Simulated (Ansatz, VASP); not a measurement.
Two plane-wave programs on F

```
F
1.0
     0.00000    1.69408    1.69408
     1.69408    0.00000    1.69408
     1.69408    1.69408    0.00000
F
1
Direct
  0.00000 0.00000 0.00000
```

Change from the starting cell: volume scaled by 0.96, PAW files.

Alike in both runs: task electric field gradients; functional PBE; k mesh 16 × 16 × 16; occupations fermi-dirac, width 0.05 eV; no spin polarisation.

```csv
,VASP,Ansatz
version,VASP 6.6.1,Ansatz 0.2.0
potentials or method,"VASP PAW PBE potentials, release 64 (F)","PAW with Ansatz's default frozen-core files, scalar-relativistic"
plane-wave cutoff (eV),520,420
valence electrons in the cell,7,7
```

|  | VASP | Ansatz | Ansatz less VASP |
| --- | --- | --- | --- |
| pressure (GPa) | 1.7 | 2.3 | +0.63 |
